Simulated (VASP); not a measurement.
# Zr6N7 in VASP: single point with PBE+D3(BJ)

Aim: the single point of Zr6N7 with PBE+D3(BJ).

All numbers are computed with VASP 6.6.1; they aren't measurements. Logs are shortened: lines on timing, memory, paths and dates and some standing lists are left out, and cuts for length are marked.

**1. The cell of the first run**

The cell holds a slab with vacuum, 26 atoms: a = 6.448 Å, b = 6.448 Å, c = 23.357 Å, α = 90.00°, β = 90.00°, γ = 90.00°.

**2. Single point, PBE+D3(BJ)**

Input file INCAR:

```
PREC = Accurate
ENCUT = 520
EDIFF = 1E-6
ISMEAR = 0
SIGMA = 0.1
LREAL = F
LASPH = T
NELM = 120
ALGO = Normal
ISIF = 2
LWAVE = F
LCHARG = F
LDIPOL = T
IDIPOL = 3
DIPOL = 0.5 0.5 0.455
GGA = PE
IVDW = 12
NBANDS = 126
GGA_COMPAT = F
NELMDL = -8
```

Input file KPOINTS:

```
regular mesh
0
Gamma
  3 3 1
```

Input file POSCAR:

```
Zr6N7
1.0
    6.4475937667      0.0000000000      0.0000000000
    0.0000000000      6.4475937667      0.0000000000
    0.0000000000      0.0000000000     23.3573372748
Zr N
12 14
Direct
    0.2500000000      0.2500000000      0.3425047943
    0.2500000000      0.7500000000      0.3425047943
    0.7500000000      0.2500000000      0.3425047943
    0.7500000000      0.7500000000      0.3425047943
    0.4988330076      0.5011655724      0.4387529659
    0.4988336867     -0.0011978912      0.4387573639
    0.0011937767      0.5011605392      0.4387561592
    0.0011946590     -0.0011937599      0.4387567177
    0.7500425804      0.7499876687      0.5306451693
    0.7500146284      0.2499334473      0.5306571460
    0.2499977174      0.7499450323      0.5338841456
    0.2500415526      0.2499767768      0.5306442931
    0.5000000000      0.5000000000      0.3425047943
    0.5000000000      0.0000000000      0.3425047943
    0.0000000000      0.5000000000      0.3425047943
    0.0000000000      0.0000000000      0.3425047943
    0.7500191072      0.7499842262      0.4370846243
    0.7500098768      0.2499817412      0.4365213017
    0.2500107932      0.7499828282      0.4347759971
    0.2500154824      0.2499800365      0.4370845050
   -0.0019246507      0.0019481977      0.5386425042
   -0.0019904804      0.4979635943      0.5386309443
    0.5019842847      0.0019383312      0.5386363509
    0.5020464859      0.4979773416      0.5386213612
    0.2503743222      0.7493415314      0.6327794653
    0.2507078279      0.7487862866      0.6807296541
```

Potentials or basis: VASP PAW PBE potentials, release 64 (Zr_sv, N).

Started as:

```sh
cat potpaw_PBE.64/Zr_sv/POTCAR potpaw_PBE.64/N/POTCAR > POTCAR
mpirun -np 1 vasp_std > vasp.out
```

OUTCAR:

```text
PREC = Accurate
   ENCUT = 520
   EDIFF = 1E-6
   ISMEAR = 0
   LREAL = F
   LASPH = T
   NELM = 120
   ISIF = 2
   GGA = PE
   IVDW = 12
   NELMDL = -8
 IVDW          = 12

 ion  position               nearest neighbor table
   1  0.250  0.250  0.343-  20 2.21  14 2.28  15 2.28  16 2.28  13 2.28   7 3.20   5 3.20   8 3.20
                             6 3.20   3 3.22   2 3.22   2 3.22   3 3.22
   2  0.250  0.750  0.343-  19 2.16  14 2.28  15 2.28  16 2.28  13 2.28   8 3.19   6 3.19   7 3.19
                             5 3.19   4 3.22   1 3.22   1 3.22   4 3.22
   3  0.750  0.250  0.343-  18 2.20  14 2.28  15 2.28  16 2.28  13 2.28   5 3.21   7 3.21   6 3.21
                             8 3.21   4 3.22   1 3.22   4 3.22   1 3.22
   4  0.750  0.750  0.343-  17 2.21  14 2.28  15 2.28  16 2.28  13 2.28   6 3.20   5 3.20   8 3.20
                             7 3.20   3 3.22   2 3.22   3 3.22   2 3.22
   5  0.499  0.501  0.439-  13 2.25  19 2.27  20 2.28  17 2.28  18 2.29  24 2.33  12 3.13   9 3.13
                            10 3.14  11 3.18   2 3.19   1 3.20   4 3.20   6 3.21   7 3.21   3 3.21
   6  0.499  0.999  0.439-  14 2.25  19 2.27  20 2.28  17 2.28  18 2.29  23 2.33  12 3.13   9 3.13
                            10 3.14  11 3.18   2 3.19   4 3.20   1 3.20   5 3.21   8 3.21   3 3.21
   7  0.001  0.501  0.439-  15 2.25  19 2.27  17 2.28  20 2.28  18 2.29  22 2.33   9 3.13  12 3.13
                            10 3.14  11 3.18   2 3.19   1 3.20   4 3.20   5 3.21   8 3.21   3 3.21
   8  0.001  0.999  0.439-  16 2.25  19 2.27  20 2.28  17 2.28  18 2.29  21 2.33   9 3.13  12 3.13
                            10 3.14  11 3.18   2 3.19   1 3.20   4 3.20   6 3.21   7 3.21   3 3.21
   9  0.750  0.750  0.531-  17 2.19  22 2.29  21 2.29  24 2.29  23 2.29   8 3.13   7 3.13   6 3.13
                             5 3.13  10 3.22  10 3.22  11 3.22  11 3.22
  10  0.750  0.250  0.531-  18 2.20  24 2.27  22 2.27  23 2.27  21 2.27   8 3.14   6 3.14   7 3.14
                             5 3.14   9 3.22  12 3.22  12 3.22   9 3.22
  11  0.250  0.750  0.534-  21 2.30  22 2.30  23 2.30  24 2.30  25 2.31  19 2.31   7 3.18   5 3.18
                             8 3.18   6 3.18   9 3.22  12 3.22  12 3.22   9 3.22
  12  0.250  0.250  0.531-  20 2.19  23 2.29  21 2.29  24 2.29  22 2.29   6 3.13   5 3.13   8 3.13
                             7 3.13  10 3.22  10 3.22  11 3.22  11 3.22
  13  0.500  0.500  0.343-   5 2.25   2 2.28   3 2.28   4 2.28   1 2.28
  14  0.500  0.000  0.343-   6 2.25   2 2.28   3 2.28   4 2.28   1 2.28
  15  0.000  0.500  0.343-   7 2.25   2 2.28   3 2.28   4 2.28   1 2.28
  16  0.000  0.000  0.343-   8 2.25   2 2.28   3 2.28   4 2.28   1 2.28
  17  0.750  0.750  0.437-   9 2.19   4 2.21   8 2.28   7 2.28   6 2.28   5 2.28
  18  0.750  0.250  0.437-   3 2.20  10 2.20   6 2.29   5 2.29   8 2.29   7 2.29
  19  0.250  0.750  0.435-   2 2.16   5 2.27   7 2.27   8 2.27   6 2.27  11 2.31
  20  0.250  0.250  0.437-  12 2.19   1 2.21   8 2.28   6 2.28   7 2.28   5 2.28
  21  0.998  0.002  0.539-  10 2.27   9 2.29  12 2.29  11 2.30   8 2.33
  22  0.998  0.498  0.539-  10 2.27   9 2.29  12 2.29  11 2.30   7 2.33
  23  0.502  0.002  0.539-  10 2.27  12 2.29   9 2.29  11 2.30   6 2.33
  24  0.502  0.498  0.539-  10 2.27  12 2.29   9 2.29  11 2.30   5 2.33
  25  0.250  0.749  0.633-  26 1.12  11 2.31
  26  0.251  0.749  0.681-  25 1.12

  LATTYP: Found a simple tetragonal cell.
 ALAT       =     6.4475937667
 C/A-ratio  =     3.6226440623

  Lattice vectors:

 A1 = (   6.4475937667,   0.0000000000,   0.0000000000)
 A2 = (   0.0000000000,   6.4475937667,   0.0000000000)
 A3 = (   0.0000000000,   0.0000000000,  23.3573372748)

Analysis of symmetry for initial positions (statically):
=====================================================================
 Subroutine PRICEL returns:
 Original cell was already a primitive cell.

 Routine SETGRP: Setting up the symmetry group for a
 simple tetragonal supercell.

 Subroutine GETGRP returns: Found  1 space group operations
 (whereof  1 operations were pure point group operations)
 out of a pool of 16 trial point group operations.

The static configuration has the point symmetry C_1 .

Analysis of symmetry for dynamics (positions and initial velocities):
=====================================================================
 Subroutine PRICEL returns:
 Original cell was already a primitive cell.

 Routine SETGRP: Setting up the symmetry group for a
 simple tetragonal supercell.

 Subroutine GETGRP returns: Found  1 space group operations
 (whereof  1 operations were pure point group operations)
 out of a pool of 16 trial point group operations.

The dynamic configuration has the point symmetry C_1 .

 Subroutine INISYM returns: Found  1 space group operations
 (whereof  1 operations are pure point group operations),
 and found     1 'primitive' translations

----------------------------------------------------------------------------------------

                                     Primitive cell

  volume of cell :     970.9987

  direct lattice vectors                    reciprocal lattice vectors
     6.447593767  0.000000000  0.000000000     0.155096620  0.000000000  0.000000000
     0.000000000  6.447593767  0.000000000     0.000000000  0.155096620  0.000000000
[... 62 lines left out ...]
----------------------------------------------------------------------------------------

 KPOINTS: regular mesh

Automatic generation of k-mesh.
 Grid dimensions read from file:
 generate k-points for:    3    3    1

 Generating k-lattice:

  Cartesian coordinates                     Fractional coordinates (reciprocal lattice)
     0.051698873  0.000000000  0.000000000     0.333333333  0.000000000  0.000000000
     0.000000000  0.051698873  0.000000000     0.000000000  0.333333333  0.000000000
     0.000000000  0.000000000  0.042813099     0.000000000  0.000000000  1.000000000

  Length of vectors
     0.051698873  0.051698873  0.042813099

  Shift w.r.t. Gamma in fractional coordinates (k-lattice)
     0.000000000  0.000000000  0.000000000

 Subroutine IBZKPT returns following result:
 ===========================================

 Found      5 irreducible k-points:

 Following reciprocal coordinates:
            Coordinates               Weight
  0.000000  0.000000  0.000000      1.000000
  0.333333  0.000000  0.000000      2.000000
  0.000000  0.333333  0.000000      2.000000
  0.333333  0.333333  0.000000      2.000000
 -0.333333  0.333333  0.000000      2.000000
   k-points           NKPTS =      5   k-points in BZ     NKDIM =      5   number of bands    NBANDS=    126
   number of dos      NEDOS =    301   number of ions     NIONS =     26
   total plane-waves  NPLWV = 414720
   dimension x,y,z NGX =    48 NGY =   48 NGZ =  180
   dimension x,y,z NGXF=    96 NGYF=   96 NGZF=  360
   ions per type =              12  14
   NGX,Y,Z   is equivalent  to a cutoff of  12.38, 12.38, 12.81 a.u.
   NGXF,Y,Z  is equivalent  to a cutoff of  24.75, 24.75, 25.62 a.u.
 SYSTEM =  unknown system
   PREC   = accura    normal or accurate (medium, high low for compatibility)
   ISTART =      0    job   : 0-new  1-cont  2-samecut
   ICHARG =      2    charge: 1-file 2-atom 10-const
   ISPIN  =      1    spin polarized calculation?
   LNONCOLLINEAR =      F non collinear calculations
   LSORBIT =      F    spin-orbit coupling
   LASPH  =      T    aspherical Exc in radial PAW
   ENCUT  =  520.0 eV  38.22 Ry    6.18 a.u.  11.99 11.99 43.43*2*pi/ulx,y,z
   NELM   =    120;   NELMIN=  2; NELMDL= -8     # of ELM steps
   EDIFF  = 0.1E-05   stopping-criterion for ELM
   LREAL  =      F    real-space projection
   EDIFFG = 0.1E-04   stopping-criterion for IOM
   NSW    =      0    number of steps for IOM
   IBRION =     -1    ionic relax: 0-MD 1-quasi-New 2-CG
   NFREE  =      0    steps in history (QN), initial steepest desc. (CG)
   ISIF   =      2    stress and relaxation
   ISYM   =      2    0-nonsym 1-usesym 2-fastsym
   POTIM  = 0.5000    time-step for ionic-motion
   TEBEG  =    0.0;   TEEND  =   0.0 temperature during run
   PSTRESS=    0.0 pullay stress
   NELECT =     214.0000    total number of electrons
   NUPDOWN=      -1.0000    fix difference up-down
   EMIN   =  10.00;   EMAX   =-10.00  energy-range for DOS
   EFERMI =   0.00;   METHOD = LEGACY
   ISMEAR =     0;   SIGMA  =   0.10  broadening in eV -4-tet -1-fermi 0-gaus
   EFERMI_NEDOS =   21; number of points for ismear=-14 and -15
   IALGO  =     38    algorithm
   IMIX   =      4    mixing-type and parameters
     AMIX     =   0.40;   BMIX     =  1.00
     AMIX_MAG =   1.60;   BMIX_MAG =  1.00
  volume/ion in A,a.u.               =      37.35       252.02
  Fermi-wavevector in a.u.,A,eV,Ry     =   0.988872  1.868696 13.304687  0.977867
  Thomas-Fermi vector in A             =   2.120429
   LORBIT       =      0    0 simple, 1 ext, 2 COOP (PROOUT), +10 PAW based schemes
   GGA     = PE    functional components
   LHFCALC =     F    Hartree Fock is set to
   AEXX    =    0.0000 exact exchange contribution
   IVDW    =    12    specifies the selected vdW correction
   LEPSILON=     F    determine dielectric tensor
   LRPA    =     F    only Hartree local field effects (RPA)
 non-spin polarized calculation
 Gauss-broadening in eV      SIGMA  =   0.10
  energy-cutoff  :      520.00
  volume of cell :      971.00
 maximum number of plane-waves:     26174
   NGX = 23   NGY = 23   NGZ = 87

 dipolmoment           0.000000      0.000000     -0.519940 electrons x Angstroem

 number of electron     213.9999983 magnetization

 dipolmoment           0.000000      0.000000      0.085166 electrons x Angstroem

 Free energy of the ion-electron system (eV)
  ---------------------------------------------------
  ext. energy  EPLUGINS =         0.00000000
  ---------------------------------------------------
  free energy    TOTEN  =      -254.07700519 eV

  energy without entropy =     -254.03437707  energy(sigma->0) =     -254.05569113

 E-fermi :   1.8732     XC(G=0):  -4.8081

 val. band max:        1.8282811585   @ k =   0.0000   0.3333   0.0000
 cond. band min:       1.8927380629   @ k =   0.0000   0.0000   0.0000
 fundamental gap:      0.0644569043
 Fermi energy:         1.8732313043

 k-point     1 :       0.0000    0.0000    0.0000
  band No.  band energies     occupation
      1     -48.1265      2.00000
      2     -48.0976      2.00000
      3     -48.0182      2.00000
      4     -47.9976      2.00000
      5     -47.9115      2.00000
      6     -47.8754      2.00000
[... 599 lines left out ...]
    118       3.0828      0.00000
    119       3.1838      0.00000
 [bands above 119 left out]

------------------------ aborting loop because EDIFF is reached ----------------------------------------

 vacuum level on the upper side and lower side of the slab       (xc-potential included)         0.178        -0.189

 Edisp (eV)   -7.17826

 E8    (eV) :    -3.3620

  FORCE on cell =-STRESS in cart. coord.  units (eV):
  Direction    XX          YY          ZZ          XY          YZ          ZX
  --------------------------------------------------------------------------------------
  -------------------------------------------------------------------------------------
  Total     -15.65032   -15.65038     1.52572    -0.00012     0.00265    -0.00181
  in kB     -25.82350   -25.82359     2.51748    -0.00020     0.00438    -0.00298
  external pressure =      -16.38 kB  Pullay stress =        0.00 kB

 VOLUME and BASIS-vectors are now :
 -----------------------------------------------------------------------------
  energy-cutoff  :      520.00
  volume of cell :      971.00
      direct lattice vectors                 reciprocal lattice vectors
     6.447593767  0.000000000  0.000000000     0.155096620  0.000000000  0.000000000
     0.000000000  6.447593767  0.000000000     0.000000000  0.155096620  0.000000000
     0.000000000  0.000000000 23.357337275     0.000000000  0.000000000  0.042813099

 POSITION                                       TOTAL-FORCE (eV/Angst)
 -----------------------------------------------------------------------------------
      1.61190      1.61190      8.00000        -0.000110     -0.000289      1.370585
      1.61190      4.83570      8.00000         0.000033      0.000246      0.991459
      4.83570      1.61190      8.00000         0.000170     -0.000186      1.281449
      4.83570      4.83570      8.00000         0.000082      0.000263      1.370624
      3.21627      3.23131     10.24810        -0.000229      0.000423      0.004304
      3.21628      6.43987     10.24820        -0.000526     -0.000530      0.002356
[... 18 lines left out ...]
      1.61431      4.83145     14.78004        -0.003226      0.004822     -1.316397
      1.61646      4.82787     15.90003         0.002365     -0.003712      1.307483
 -----------------------------------------------------------------------------------
    total drift:                                0.000004     -0.000002     -0.002337

  FREE ENERGIE OF THE ION-ELECTRON SYSTEM (eV)
  ---------------------------------------------------
  free  energy   TOTEN  =      -261.2552687378 eV

  energy  without entropy=     -261.2126406198  energy(sigma->0) =     -261.23395468

 vacuum level on the upper side and lower side of the slab         4.891         4.452
```

Wall time 47 min (1 thread of Oxide Virtual Turin-like, shared host); peak memory 1 GiB.

What came out:

```yaml
Free_energy: -261.2553 eV
Largest_force: 1.371 eV/Å
Band_gap_on_the_k_mesh: 0.06 eV (least direct gap 0.16 eV)
Dispersion_energy_per_atom: -0.276 eV
```

Forces in eV/Å, atoms in the order of the input:
```
Zr   0.000  0.000  1.371
Zr   0.000  0.000  0.991
Zr   0.000  0.000  1.281
Zr   0.000  0.000  1.371
Zr   0.000  0.000  0.004
Zr  -0.001 -0.001  0.002
Zr   0.000  0.000  0.003
Zr   0.000  0.000  0.002
Zr  -0.002 -0.003  0.014
Zr   0.001  0.003  0.014
Zr   0.003  0.001  0.024
Zr  -0.001 -0.002  0.014
N    0.034 -0.034 -1.281
N    0.034  0.033 -1.281
N   -0.033 -0.034 -1.281
N   -0.033  0.033 -1.281
N    0.000  0.000 -0.001
N    0.000  0.000 -0.002
N    0.000  0.000  0.000
N    0.000  0.000 -0.001
N   -0.002 -0.001  0.011
N    0.002  0.001  0.011
N    0.001  0.000  0.011
N   -0.002  0.000  0.012
N   -0.003  0.005 -1.316
N    0.002 -0.004  1.307
```

Levels at points of the mesh, in eV from the valence-band top:
```tsv
k point	band 104	band 105	band 106	band 107	band 108	band 109	band 110	band 111
(0.00, 0.00, 0.00)	-2.32	-2.18	-0.88	-0.14	0.06	0.06	0.31	0.31
```

Caveat: the standard files for N, O and F lose accuracy on very short bonds.
